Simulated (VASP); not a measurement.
Here is a VASP 6.6.1 calculation.

Contents of INCAR:

```
PREC     = Accurate       # precision mode
ENCUT    = 520            # plane-wave cutoff, eV
EDIFF    = 1E-6           # SCF threshold, eV
ISMEAR   = -1             # smearing method
SIGMA    = 0.08           # smearing width, eV
LREAL    = False          # projectors in reciprocal space
LASPH    = True           # aspherical terms in the spheres
NELM     = 100            # most SCF steps
ALGO     = Normal         # electronic algorithm
ISIF     = 2              # what is computed and relaxed
LWAVE    = False          # write WAVECAR
LCHARG   = False          # write CHGCAR
GGA      = PE             # functional
NBANDS   = 18             # bands
```

KPOINTS

```
regular mesh
0
Gamma
  9 9 13
```

POSCAR

```
F
1.0
    4.2209355820      0.0000000000      0.0000000000
   -2.1104677910      3.6554374417      0.0000000000
    0.0000000000      0.0000000000      1.6784924555
F
3
Direct
    0.0000000000      0.0000000000      0.0000000000
    0.3333333333      0.6666666667      0.5000000000
    0.6666666667      0.3333333333      0.5000000000
```

Potentials or basis: VASP PAW PBE potentials, release 64 (F).

Launch:

```bash
$ cat potpaw_PBE.64/F/POTCAR > POTCAR
$ mpirun -np 1 vasp_std > vasp.out
```

Q: What does it give for the pressure?

A: 22.3 GPa.

Stress tensor (GPa, compression positive):
```
22.19  0.00  0.00
 0.00 22.19  0.00
 0.00  0.00 22.65
```

Caveat: an odd number of electrons without spin polarisation forces a metal; a magnetic or distorted state may lie lower.
